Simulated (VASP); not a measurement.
Runs of VASP 6.6.1 on HfO2. The structure is that of space group P4_2/nmc (No. 137), or close to it. The cells are those of the table. 

```csv
cell,gap on the mesh (eV),pressure (GPa),largest force (eV/Å)
"a = 3.604, b = 3.604, c = 4.474 Å, 6 atoms",(b),45.2,0.96
"a = 3.604, b = 3.604, c = 5.856 Å, 6 atoms",(d),-20.3,1.24
"a = 3.604, b = 3.604, c = 6.054 Å, 6 atoms",3.72,-24.0,1.68
"a = 3.604, b = 3.604, c = 5.659 Å, 6 atoms",4.20,-15.7,0.82
"a = 3.604, b = 3.604, c = 5.955 Å, 6 atoms",3.84,(a),1.46
"a = 3.604, b = 3.604, c = 5.067 Å, 6 atoms",4.33,5.4,(c)
"a = 3.604, b = 3.604, c = 4.672 Å, 6 atoms",3.21,29.0,0.80
"a = 3.604, b = 3.604, c = 4.869 Å, 6 atoms",3.84,16.0,0.57
"a = 3.604, b = 3.604, c = 5.461 Å, 6 atoms",4.43,-10.1,0.42
```

Alike in all rows: task single point; level PBE; potentials or basis VASP PAW PBE potentials, release 64 (Hf_pv, O); no spin polarisation; k mesh 6 × 6 × 4; cutoff (eV) 520; smearing gaussian 0.05 eV.

Task: Estimate the missing entries.

Result: (a) -22.3; (b) 2.42; (c) 0.28; (d) 3.96.

Caveats: spin-orbit coupling is left out, which moves the levels of the heavy elements; forces of over 1 eV/Å act on the atoms, so gaps and moduli don't describe the material at rest (some runs).

A k mesh can miss the band edges, and the runs leave out spin-orbit coupling on Hf.
